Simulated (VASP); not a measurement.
# Au (Fm-3m) in VASP: a series of runs, part 2 of 2

VASP 6.6.1. The steps go on from the part before.

## 3. Single point, PBEsol

This run uses another cell than the first one, of 17.02 Å³/atom, 0.938 times its volume.

The input, INCAR:

```
SYSTEM = Au
PREC     = Accurate       ! precision mode
ENCUT    = 520            ! plane-wave cutoff, eV
EDIFF    = 1E-6           ! SCF threshold, eV
ISMEAR   = 0              ! smearing method
SIGMA    = 0.1            ! smearing width, eV
LREAL    = .False.        ! projectors in reciprocal space
LASPH    = .True.         ! aspherical terms in the spheres
NELM     = 80             ! most SCF steps
ALGO     = Normal         ! electronic algorithm
ISIF     = 2              ! what is computed and relaxed
LWAVE    = .False.        ! write WAVECAR
LCHARG   = .False.        ! write CHGCAR
GGA      = PS             ! functional
NBANDS   = 12             ! bands
```

The input, KPOINTS:

```
regular mesh
0
Gamma
  24 24 24
  0 0 0
```

The input, POSCAR:

```
Au
1.0
    0.0000000000      2.0414817986      2.0414817986
    2.0414817986      0.0000000000      2.0414817986
    2.0414817986      2.0414817986      0.0000000000
Au
1
Direct
    0.0000000000      0.0000000000      0.0000000000
```

Potentials or basis: VASP PAW PBE potentials, release 64 (Au).

Run with:

```sh
$ cat potpaw_PBE.64/Au/POTCAR > POTCAR
$ mpirun -np 1 vasp_std > vasp.out
```

OUTCAR:

```text
SYSTEM = Au
   PREC = Accurate
   ENCUT = 520
   EDIFF = 1E-6
   ISMEAR = 0
   LREAL = .False.
   LASPH = .True.
   NELM = 80
   ISIF = 2
   GGA = PS

 ion  position               nearest neighbor table
   1  0.000  0.000  0.000-

  LATTYP: Found a face centered cubic cell.
 ALAT       =     4.0829635972

  Lattice vectors:

 A1 = (   0.0000000000,   2.0414817986,   2.0414817986)
 A2 = (   2.0414817986,   0.0000000000,   2.0414817986)
 A3 = (   2.0414817986,   2.0414817986,   0.0000000000)

Analysis of symmetry for initial positions (statically):
[... 531 lines left out ...]
      6       8.0659      2.00000
      7      13.2417      0.00000
      8      23.4015      0.00000
      9      26.3042      0.00000
     10      26.5469      0.00000
     11      33.9735      0.00000
     12      34.1765      0.00000

 [... further k-points ...]
[... 5 lines left out ...]
  --------------------------------------------------------------------------------------
  -------------------------------------------------------------------------------------
  Total       -0.0320079     -0.0320079     -0.0320079     -0.0000000      0.0000000     -0.0000000
  in kB       -3.0137094     -3.0137094     -3.0137094     -0.0000000      0.0000000     -0.0000000
  external PRESSURE =      -3.0137094 kB  Pullay stress =       0.0000000 kB

 VOLUME and BASIS-vectors are now :
 -----------------------------------------------------------------------------
  energy-cutoff  :      520.00
  volume of cell :       17.02
      direct lattice vectors                 reciprocal lattice vectors
     0.000000000  2.041481799  2.041481799    -0.244920136  0.244920136  0.244920136
     2.041481799  0.000000000  2.041481799     0.244920136 -0.244920136  0.244920136
     2.041481799  2.041481799  0.000000000     0.244920136  0.244920136 -0.244920136

 POSITION                                       TOTAL-FORCE (eV/Angst)
 -----------------------------------------------------------------------------------
      0.00000      0.00000      0.00000         0.000000      0.000000     -0.000000
 -----------------------------------------------------------------------------------
    total drift:                                0.000000     -0.000000     -0.000000

  FREE ENERGIE OF THE ION-ELECTRON SYSTEM (eV)
  ---------------------------------------------------
  free  energy   TOTEN  =        -3.9252186881 eV

  energy  without entropy=       -3.9238633270  energy(sigma->0) =       -3.92454101
```

OSZICAR:

```text
N       E                     dE             d eps       ncg     rms          rms(c)
DAV:   1     0.496014058763E+02    0.49601E+02   -0.55552E+03 10200   0.815E+02
DAV:   2    -0.355103709913E+01   -0.53152E+02   -0.50297E+02 11612   0.188E+02
DAV:   3    -0.426251213067E+01   -0.71148E+00   -0.71065E+00 11900   0.210E+01
DAV:   4    -0.426484423665E+01   -0.23321E-02   -0.23320E-02 11892   0.139E+00
DAV:   5    -0.426486085246E+01   -0.16616E-04   -0.16616E-04 12208   0.111E-01    0.963E+00
DAV:   6    -0.395109039646E+01    0.31377E+00   -0.84607E-01 10660   0.738E+00    0.595E+00
DAV:   7    -0.392822782513E+01    0.22863E-01   -0.74478E-02 11736   0.217E+00    0.287E+00
DAV:   8    -0.392523615134E+01    0.29917E-02   -0.19337E-03 11208   0.411E-01    0.320E-01
DAV:   9    -0.392521559898E+01    0.20552E-04   -0.15413E-05 11976   0.362E-02    0.127E-02
DAV:  10    -0.392521865393E+01   -0.30549E-05   -0.12503E-06 11688   0.860E-03    0.129E-03
DAV:  11    -0.392521868813E+01   -0.34194E-07   -0.68105E-08  6488   0.216E-03
   1 F= -.39252187E+01 E0= -.39245410E+01  d E =-.135536E-02
```

Run time: 28 s. Hardware: 1 thread of Intel Xeon Platinum 8488C (Sapphire Rapids), shared host; peak memory 0.21 GiB.

What came out:

| Quantity | Value |
| --- | --- |
| Free energy | -3.9252 eV |
| Pressure | -0.3 GPa |

Levels at points of the mesh, in eV from the Fermi level:
| k point | band 3 | band 4 | band 5 | band 6 | band 7 | band 8 | band 9 | band 10 |
| --- | --- | --- | --- | --- | --- | --- | --- | --- |
| (0.00, 0.00, 0.00) | -4.67 | -4.67 | -3.13 | -3.13 | 14.52 | 18.52 | 18.52 | 18.52 |
| (0.50, 0.00, 0.00) | -4.70 | -1.93 | -1.93 | -1.01 | 3.08 | 13.96 | 17.12 | 17.12 |
| (0.50, 0.50, 0.00) | -1.97 | -1.61 | -1.61 | 0.97 | 5.77 | 9.98 | 9.98 | 17.20 |

Caveat: the PAW data sets were made with another functional, which shifts forces and pressure a little; spin-orbit coupling is left out, which moves the levels of the heavy elements.

## 4. Relaxation of cell and atoms, PBEsol

This run uses another cell than the first one, of 17.08 Å³/atom, 0.941 times its volume.

The input, INCAR:

```
SYSTEM = Au
PREC = Accurate ; ENCUT = 600
EDIFF = 1E-6 ; ISMEAR = 0
SIGMA = 0.1 ; LREAL = .FALSE.
LASPH = .TRUE. ; NELM = 80
ALGO = Fast ; ISIF = 3
LWAVE = .FALSE. ; LCHARG = .FALSE.
GGA = PS ; IBRION = 2
NSW = 100 ; EDIFFG = -0.01
```

The input, KPOINTS:

```
regular mesh
0
G
  24 24 24
  0 0 0
```

The input, POSCAR:

```
Au
1.0
    0.0000000000      2.0439732275      2.0439732275
    2.0439732275      0.0000000000      2.0439732275
    2.0439732275      2.0439732275      0.0000000000
Au
1
Direct
    0.0000000000      0.0000000000      0.0000000000
```

Run with:

```sh
$ cat potpaw_PBE.64/Au/POTCAR > POTCAR
$ mpirun -np 1 vasp_std > vasp.out
```

It took 58 s on 1 thread of Intel Xeon Platinum 8488C (Sapphire Rapids), shared host; peak memory 0.21 GiB.

Results (log left out):

| Item | Value |
| --- | --- |
| Free energy | -3.9251 eV |
| Relaxed volume | 17.00 Å³/atom |
| Relaxed cell | a = 2.886 Å, b = 2.886 Å, c = 2.886 Å, α = 60.00°, β = 60.00°, γ = 60.00° |
| Space group after relaxing (to 0.05 Å) | Fm-3m (No. 225) |
| Energy gained by relaxing | 0.2 meV/atom |
| Ionic steps | 3 |
| Pressure after relaxing | 0.0 GPa |

The path:
| step | energy change (eV) | largest force (eV/Å) | pressure (GPa) | volume (Å³) |
| --- | --- | --- | --- | --- |
| 1 | 0.0000 | 0.0000 | -0.75 | 17.08 |
| 2 | 0.0002 | 0.0000 | 1.20 | 16.88 |
| 3 | -0.0002 | 0.0000 | 0.01 | 17.00 |

Final structure:
```xyz
1
Lattice="0.0000 2.0406 2.0406 2.0406 0.0000 2.0406 2.0406 2.0406 0.0000" Properties=species:S:1:pos:R:3 pbc="T T T"
Au    0.0000    0.0000    0.0000
```

Levels at points of the mesh, in eV from the Fermi level:
```csv
k point,band 3,band 4,band 5,band 6,band 7,band 8,band 9
"(0.00, 0.00, 0.00)",-4.68,-4.68,-3.14,-3.14,14.51,18.52,18.52
"(0.50, 0.00, 0.00)",-4.71,-1.93,-1.93,-1.02,3.09,13.95,17.13
"(0.50, 0.50, 0.00)",-1.97,-1.61,-1.61,0.97,5.78,9.98,9.98
```

Caveat: the PAW data sets were made with another functional, which shifts forces and pressure a little; spin-orbit coupling is left out, which moves the levels of the heavy elements.

## 5. Summary

```tsv
task	cell	k mesh	cutoff (eV)	gap on the mesh (eV)	pressure (GPa)	relaxed volume (Å³/atom)
relaxation of cell and atoms	relaxed from a = 2.950 Å, angles 60.0°, 1 atom	8 × 8 × 8	600	none	-0.3	17.12
single point	a = 2.887 Å, angles 60.0°, 1 atom	24 × 24 × 24	520	none	-0.3	-
relaxation of cell and atoms	relaxed from a = 2.891 Å, angles 60.0°, 1 atom	24 × 24 × 24	600	none	0.0	17.00
```

Alike in all rows: level PBEsol; potentials or basis VASP PAW PBE potentials, release 64 (Au); no spin polarisation; smearing gaussian 0.1 eV.

Caveats: the PAW data sets were made with another functional, which shifts forces and pressure a little; spin-orbit coupling is left out, which moves the levels of the heavy elements.

Absolute energies hang on the potentials; compare differences alone.
